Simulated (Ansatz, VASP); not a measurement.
# CdSe: VASP beside Ansatz

```
CELL_PARAMETERS angstrom
0.00000 2.87396 2.87396
2.87396 0.00000 2.87396
2.87396 2.87396 0.00000
ATOMIC_POSITIONS crystal
Cd 0.00000 0.00000 0.00000
Se 0.50000 0.50000 0.50000
```

Alike in both runs: task relaxation of cell and atoms; functional PBEsol; k mesh 8 × 8 × 8; occupations fermi-dirac, width 0.05 eV; no spin polarisation.

|  | VASP | Ansatz |
| --- | --- | --- |
| version | VASP 6.6.1 | Ansatz 0.2.0 |
| potentials or method | VASP PAW PBE potentials, release 64 (Cd, Se) | Ansatz PAW |
| plane-wave cutoff (eV) | 600 | 420 |
| valence electrons in the cell | 18 | 36 |

```csv
,VASP,Ansatz,Ansatz less VASP
"gap on the k mesh at the Fermi level, each at its own relaxed structure (eV)",none,none,-
relaxed volume (Å³/atom),22.41,22.29,-0.122
relaxed cell length with the largest relative difference (Å),3.987,3.980,-0.0073
```

VASP's potentials were made for PBE, not for PBEsol. A gap of «none» marks a metal or a gap that the smearing closes. VASP's potentials hold 18 valence electrons a cell and Ansatz's 36, so a difference there can come from the potentials and not from the codes.

Noted on Ansatz's run: the plane-wave basis is chosen anew once the cell has moved, so the energies of steps on either side of that aren't comparable.
